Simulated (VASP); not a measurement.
Input of a VASP 6.6.1 run:

The input INCAR:

```
SYSTEM = SiW3
PREC = Accurate
ENCUT = 520
EDIFF = 1E-7
ISMEAR = 0
SIGMA = 0.15
LREAL = .False.
LASPH = .True.
NELM = 60
ALGO = Fast
ISIF = 2
LWAVE = .False.
LCHARG = .False.
GGA = PS
NBANDS = 31
```

Contents of KPOINTS:

```
Automatic mesh
0
Gamma
  14 14 14
  0 0 0
```

POSCAR

```
SiW3
1.0
   -2.5771952866      2.5771952866      2.5771952866
    2.5771952866     -2.5771952866      2.5771952866
    2.5771952866      2.5771952866     -2.5771952866
Si W
1 3
Direct
    0.0000000000     -0.0873042106     -0.0873042106
    0.5000000000      0.5000000000      0.0000000000
    0.5000000000      0.0000000000      0.5000000000
    0.0000000000      0.5000000000      0.5000000000
```

Potentials or basis: VASP PAW PBE potentials, release 64 (Si, W_sv).

The run is started by

```sh
$ cat potpaw_PBE.64/Si/POTCAR potpaw_PBE.64/W_sv/POTCAR > POTCAR
$ mpirun -np 1 vasp_std > vasp.out
```

(1) What does it give for the pressure?

(2) Estimate the largest force.

## Answers

(1) 9.0 GPa.

(2) 7.215 eV/Å.

Caveat: the cell differs from its parent crystal (atom 1 (Si) moved by (-0.450, +0.000) A along x and z); the stress differs along the axes, from -1 to 29 GPa; the PAW data sets were made with another functional, which shifts forces and pressure a little.
